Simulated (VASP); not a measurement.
# Cu (Fm-3m) in VASP: a series of runs, part 2 of 2

VASP 6.6.1.

## (4) Single point, PBEsol

This run uses another cell than the first one, of 10.89 Å³/atom.

File INCAR:

```
SYSTEM = Cu
  ALGO = Normal
  EDIFF = 1E-6
  ENCUT = 520
  GGA = PS
  ISIF = 2
  ISMEAR = -1
  LASPH = .True.
  LCHARG = .False.
  LREAL = .False.
  LWAVE = .False.
  NBANDS = 12
  NELM = 60
  PREC = Accurate
  SIGMA = 0.05
```

File KPOINTS:

```
k-points
0
Gamma
  26 26 26
  0 0 0
```

File POSCAR:

```
Cu
1.0
    0.0000000000      1.7593463343      1.7593463343
    1.7593463343      0.0000000000      1.7593463343
    1.7593463343      1.7593463343      0.0000000000
Cu
1
Direct
    0.0000000000      0.0000000000      0.0000000000
```

Potentials or basis: VASP PAW PBE potentials, release 64 (Cu).

Started as:

```sh
$ cat potpaw_PBE.64/Cu/POTCAR > POTCAR
$ mpirun -np 1 vasp_std > vasp.out
```

OUTCAR:

```text
SYSTEM = Cu
   EDIFF = 1E-6
   ENCUT = 520
   GGA = PS
   ISIF = 2
   ISMEAR = -1
   LASPH = .True.
   LREAL = .False.
   NELM = 60
   PREC = Accurate

 ion  position               nearest neighbor table
   1  0.000  0.000  0.000-

  LATTYP: Found a face centered cubic cell.
 ALAT       =     3.5186926686

  Lattice vectors:

 A1 = (   0.0000000000,   1.7593463343,   1.7593463343)
 A2 = (   1.7593463343,   0.0000000000,   1.7593463343)
 A3 = (   1.7593463343,   1.7593463343,   0.0000000000)

Analysis of symmetry for initial positions (statically):
=====================================================================
 Subroutine PRICEL returns:
 Original cell was already a primitive cell.

 Routine SETGRP: Setting up the symmetry group for a
 face centered cubic supercell.

 Subroutine GETGRP returns: Found 48 space group operations
 (whereof 48 operations were pure point group operations)
 out of a pool of 48 trial point group operations.

The static configuration has the point symmetry O_h .

Analysis of symmetry for dynamics (positions and initial velocities):
=====================================================================
 Subroutine PRICEL returns:
 Original cell was already a primitive cell.

 Routine SETGRP: Setting up the symmetry group for a
 face centered cubic supercell.

 Subroutine GETGRP returns: Found 48 space group operations
 (whereof 48 operations were pure point group operations)
 out of a pool of 48 trial point group operations.

The dynamic configuration has the point symmetry O_h .

 Subroutine INISYM returns: Found 48 space group operations
 (whereof 48 operations are pure point group operations),
 and found     1 'primitive' translations

----------------------------------------------------------------------------------------

                                     Primitive cell

[... 112 lines left out ...]
   LORBIT       =      0    0 simple, 1 ext, 2 COOP (PROOUT), +10 PAW based schemes
   GGA     = PS    functional components
   LHFCALC =     F    Hartree Fock is set to
   AEXX    =    0.0000 exact exchange contribution
   IVDW    =     0    specifies the selected vdW correction
   LEPSILON=     F    determine dielectric tensor
   LRPA    =     F    only Hartree local field effects (RPA)
 non-spin polarized calculation
  energy-cutoff  :      520.00
  volume of cell :       10.89
 maximum number of plane-waves:       305
   NGX =  9   NGY =  9   NGZ =  9

 number of electron      10.9999998 magnetization

 Free energy of the ion-electron system (eV)
  ---------------------------------------------------
  ext. energy  EPLUGINS =         0.00000000
  ---------------------------------------------------
  free energy    TOTEN  =        -4.29908027 eV

  energy without entropy =       -4.29690535  energy(sigma->0) =       -4.29799281

 E-fermi :   8.4513     XC(G=0): -13.3878

 val. band max:        8.4174300804   @ k =   0.5000   0.1154   0.0000
 cond. band min:       8.4514438100   @ k =  -0.4615   0.1154   0.0385
 fundamental gap:      0.0340137296
 Fermi energy:         8.4512868064

 k-point     1 :       0.0000    0.0000    0.0000
  band No.  band energies     occupation
      1      -1.5810      2.00000
      2       5.1564      2.00000
      3       5.1564      2.00000
      4       5.1564      2.00000
      5       6.0995      2.00000
      6       6.0995      2.00000
      7      31.6725      0.00000
      8      34.9261      0.00000
      9      34.9261      0.00000
     10      34.9261      0.00000
     11      37.4961      0.00000
     12      37.4961      0.00000
[... 331 lines left out ...]
 k-point    24 :       0.3846    0.0385    0.0000
  band No.  band energies     occupation
      1       2.4292      2.00000
      2       5.1787      2.00000
      3       5.2252      2.00000
      4       5.4216      2.00000
      5       6.6014      2.00000
      6       6.6047      2.00000
      7      15.9602      0.00000
      8      30.2509      0.00000
      9      30.7501      0.00000
     10      32.4792      0.00000
     11      35.4074      0.00000
     12      36.7885      0.00000

 [... further k-points ...]

------------------------ aborting loop because EDIFF is reached ----------------------------------------

  FORCE on cell =-STRESS in cart. coord.  units (eV):
  Direction    XX          YY          ZZ          XY          YZ          ZX
  --------------------------------------------------------------------------------------
  -------------------------------------------------------------------------------------
  Total        0.5280930      0.5280930      0.5280930      0.0000000     -0.0000000      0.0000000
  in kB       77.6849639     77.6849639     77.6849639      0.0000000     -0.0000000      0.0000000
  external PRESSURE =      77.6849639 kB  Pullay stress =       0.0000000 kB

 VOLUME and BASIS-vectors are now :
 -----------------------------------------------------------------------------
  energy-cutoff  :      520.00
  volume of cell :       10.89
      direct lattice vectors                 reciprocal lattice vectors
     0.000000000  1.759346334  1.759346334    -0.284196460  0.284196460  0.284196460
     1.759346334  0.000000000  1.759346334     0.284196460 -0.284196460  0.284196460
     1.759346334  1.759346334  0.000000000     0.284196460  0.284196460 -0.284196460

 POSITION                                       TOTAL-FORCE (eV/Angst)
 -----------------------------------------------------------------------------------
      0.00000      0.00000      0.00000        -0.000000     -0.000000     -0.000000
 -----------------------------------------------------------------------------------
    total drift:                                0.000000      0.000000      0.000000

  FREE ENERGIE OF THE ION-ELECTRON SYSTEM (eV)
  ---------------------------------------------------
  free  energy   TOTEN  =        -4.2990802725 eV

  energy  without entropy=       -4.2969053474  energy(sigma->0) =       -4.29799281
```

OSZICAR:

```text
N       E                     dE             d eps       ncg     rms          rms(c)
DAV:   1     0.412184293805E+02    0.41218E+02   -0.54112E+03 13708   0.157E+03
DAV:   2    -0.413732337053E+01   -0.45356E+02   -0.41834E+02 12660   0.207E+02
DAV:   3    -0.540340690083E+01   -0.12661E+01   -0.12589E+01 14416   0.395E+01
DAV:   4    -0.541050889314E+01   -0.71020E-02   -0.71012E-02 13840   0.260E+00
DAV:   5    -0.541057043769E+01   -0.61545E-04   -0.61544E-04 14596   0.247E-01    0.847E+00
DAV:   6    -0.469266435420E+01    0.71791E+00   -0.16203E+01 14636   0.780E+01    0.386E+00
DAV:   7    -0.431556088868E+01    0.37710E+00   -0.23499E+00 14676   0.294E+01    0.640E-01
DAV:   8    -0.430056031126E+01    0.15001E-01   -0.52302E-03 14584   0.923E-01    0.284E-01
DAV:   9    -0.429907001141E+01    0.14903E-02   -0.75875E-03 15452   0.150E+00    0.197E-02
DAV:  10    -0.429907944923E+01   -0.94378E-05   -0.26122E-05 16128   0.793E-02    0.548E-03
DAV:  11    -0.429908027254E+01   -0.82330E-06   -0.43056E-07  9908   0.114E-02
   1 F= -.42990803E+01 E0= -.42979928E+01  d E =-.217493E-02
```

It took 27 s on 1 thread of Intel Xeon 6975P-C (Granite Rapids), shared host; peak memory 0.18 GiB.

What came out:

```yaml
Free_energy: -4.2991 eV
Pressure: 7.8 GPa
Band_gap_on_the_k_mesh: zero (an odd number of electrons rules out a gap without spin polarisation)
```

Caveat: the cell stands under pressure; the PAW data sets were made with another functional, which shifts forces and pressure a little.

## (5) Summary

```tsv
cell	gap on the mesh (eV)	pressure (GPa)
a = 2.458 Å, angles 60.0°, 1 atom	none	15.7
a = 2.476 Å, angles 60.0°, 1 atom	none	10.7
a = 2.488 Å, angles 60.0°, 1 atom	none	7.8
```

Alike in all rows: task single point; level PBEsol; potentials or basis VASP PAW PBE potentials, release 64 (Cu); no spin polarisation; k mesh 26 × 26 × 26; cutoff (eV) 520; smearing fermi-dirac 0.05 eV.

Caveats: the cell stands under pressure; the PAW data sets were made with another functional, which shifts forces and pressure a little.

Absolute energies hang on the potentials; compare differences alone.
